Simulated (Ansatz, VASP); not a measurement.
**GaN in VASP and in Ansatz**

File POSCAR:

```
GaN
1.0
    0.0000000000      2.2535006075      2.2535006075
    2.2535006075      0.0000000000      2.2535006075
    2.2535006075      2.2535006075      0.0000000000
Ga N
1 1
Direct
    0.0000000000      0.0000000000      0.0000000000
    0.7500000000      0.7500000000      0.7500000000
```

Contents of INCAR.step1:

```
SYSTEM = GaN
ALGO     = Normal         ! electronic algorithm
EDIFF    = 1E-4           ! SCF threshold, eV
ENCUT    = 520            ! plane-wave cutoff, eV
GGA      = PE             ! functional
ISMEAR   = 0              ! smearing method
LASPH    = .True.         ! aspherical terms in the spheres
LCHARG   = .False.        ! write CHGCAR
LREAL    = .False.        ! projectors in reciprocal space
LWAVE    = .True.         ! write WAVECAR
NBANDS   = 16             ! bands
NELM     = 100            ! most SCF steps
PREC     = Accurate       ! precision mode
SIGMA    = 0.1            ! smearing width, eV
```

Contents of INCAR.step2:

```
SYSTEM = GaN
ALGO     = Normal         ! electronic algorithm
EDIFF    = 1E-7           ! SCF threshold, eV
ENCUT    = 520            ! plane-wave cutoff, eV
ISIF     = 2              ! what is computed and relaxed
ISMEAR   = 0              ! smearing method
ISTART   = 1            
LASPH    = .True.         ! aspherical terms in the spheres
LCHARG   = .True.         ! write CHGCAR
LELF     = .True.         ! ELF
LMIXTAU  = .True.       
LREAL    = .False.        ! projectors in reciprocal space
LVHAR    = .True.       
LWAVE    = .False.        ! write WAVECAR
METAGGA  = R2SCAN         ! meta-GGA
NBANDS   = 16             ! bands
NELM     = 100            ! most SCF steps
PREC     = Accurate       ! precision mode
SIGMA    = 0.1            ! smearing width, eV
```

Contents of KPOINTS:

```
k-points
0
Gamma
  8 8 8
  0 0 0
```

Input for Ansatz:

```yaml
crystal:
  lattice:
    - [0.0, 2.2535006075, 2.2535006075]
    - [2.2535006075, 0.0, 2.2535006075]
    - [2.2535006075, 2.2535006075, 0.0]
  atoms:
    - { symbol: Ga, position: [0.0, 0.0, 0.0] }
    - { symbol: "N", position: [0.75, 0.75, 0.75] }
basis:
  ecutwfc: 500
kpoints:
  mp_grid: { grid: [8, 8, 8] }
hamiltonian:
  xc: r2scan
scf:
  occupations: { method: gaussian, width: 0.1 }
  lower_state_search: "off"
output:
  forces: true
  stress: true
  eigenvalues: true
```

Alike in both runs: task single point; functional r2SCAN; k mesh 8 × 8 × 8; occupations gaussian, width 0.1 eV; no spin polarisation.

|  | VASP | Ansatz |
| --- | --- | --- |
| version | VASP 6.6.1 | Ansatz 0.2.0 |
| potentials or method | VASP PAW PBE potentials, release 64 (Ga_d, N), cutoff 520 eV | scalar-relativistic, plane waves, PAW |
| valence electrons in the cell | 18 | 18 |

VASP gave:

```
gap on the k mesh at the Fermi level (eV) : 2.12
least direct gap on the mesh (eV)         : 2.12
pressure (GPa)                            : -0.1
```

Estimate Ansatz's values.

gap on the k mesh at the Fermi level (eV): 2.13; least direct gap on the mesh (eV): 2.13; pressure (GPa): -1.2.

VASP's potentials were made for PBE, not for r2SCAN. With one functional, cell and mesh, what is left measures potentials, basis and numerics.
